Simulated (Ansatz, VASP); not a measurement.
# HgTe: VASP beside Ansatz

```
Hg Te
1.0
     0.00000    3.24485    3.24485
     3.24485    0.00000    3.24485
     3.24485    3.24485    0.00000
Hg Te
1 1
Cartesian
  0.0000 0.0000 0.0000
  4.8673 4.8673 4.8673
```

Change from the starting cell: volume scaled by 1.02, crystal datasets.

Alike in both runs: task electric field gradients; functional PBE; k mesh 11 × 11 × 11; occupations fermi-dirac, width 0.03 eV; no spin polarisation.

|  | VASP | Ansatz |
| --- | --- | --- |
| version | VASP 6.6.1 | Ansatz 0.2.0 |
| potentials or method | VASP PAW PBE potentials, release 64 (Hg, Te), cutoff 520 eV | all-electron PAW with datasets made for the crystal, scalar-relativistic |

```tsv
	VASP	Ansatz	Ansatz less VASP
pressure (GPa)	3.1	3.0	-0.07
```

Ansatz ran all-electron here, and VASP with PAW potentials.

Spin-orbit coupling is off throughout.
